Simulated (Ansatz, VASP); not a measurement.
**One calculation of NaF, two programs**

The input INCAR:

```
SYSTEM = NaF
PREC = Accurate ; ENCUT = 600
EDIFF = 1E-6 ; ISMEAR = 0
SIGMA = 0.01 ; LREAL = .FALSE.
LASPH = .TRUE. ; NELM = 120
ALGO = Normal ; ISIF = 2
LWAVE = .FALSE. ; LCHARG = .FALSE.
GGA = PE ; NBANDS = 14
GGA_COMPAT = .FALSE.
```

The input KPOINTS:

```
regular mesh
0
G
  2 2 2
  0 0 0
```

POSCAR

```
NaF
1.0
    0.0000000000      2.3496977493      2.3496977493
    2.3496977493      0.0000000000      2.3496977493
    2.3496977493      2.3496977493      0.0000000000
Na F
1 1
Direct
    0.0000000000      0.0000000000      0.0000000000
    0.5000000000      0.5000000000      0.5000000000
```

Input for Ansatz:

```yaml
crystal:
  atoms:
  - position: [0.0, 0.0, 0.0]
    symbol: Na
  - position: [0.5, 0.5, 0.5]
    symbol: F
  lattice:
  - [0.0, 2.3496977492719973, 2.3496977492719973]
  - [2.3496977492719973, 0.0, 2.3496977492719973]
  - [2.3496977492719973, 2.3496977492719973, 0.0]
hamiltonian:
  dispersion: none
  pseudopotentials:
    kind: all_electron
    lapw:
      basis_error: 0.025 meV
      muffin_tin_radii: {F: 1.108626256841785, Na: 1.1144472061617179}
    relativity: none
  xc: pbe
kpoints:
  mp_grid:
    grid: [2, 2, 2]
    shift: [0, 0, 0]
magnetization: {spin_polarized: false}
output: {forces: true, stress: true}
scf:
  convergence: {dr2_threshold: 1e-10 eV}
  lower_state_search: 'off'
  max_iter: 200
  occupations: {method: fixed}
```

Alike in both runs: task single point; functional PBE; k mesh 2 × 2 × 2; no spin polarisation.

|  | VASP | Ansatz |
| --- | --- | --- |
| version | VASP 6.6.1 | Ansatz 0.2 development build |
| potentials or method | VASP PAW PBE potentials, release 64 (Na_pv, F), cutoff 600 eV | all-electron full-potential LAPW, non-relativistic |
| occupations | gaussian, width 0.01 eV | fixed |

VASP gave:

* gap on the k mesh at the Fermi level (eV): 5.98
* pressure (GPa): 0.9

Question: What did Ansatz give for the same quantities?

Answer: gap on the k mesh at the Fermi level (eV): 6.03; pressure (GPa): 1.2.

Ansatz ran all-electron here, and VASP with PAW potentials.

The k mesh is coarse, so the values compare programs but aren't converged.
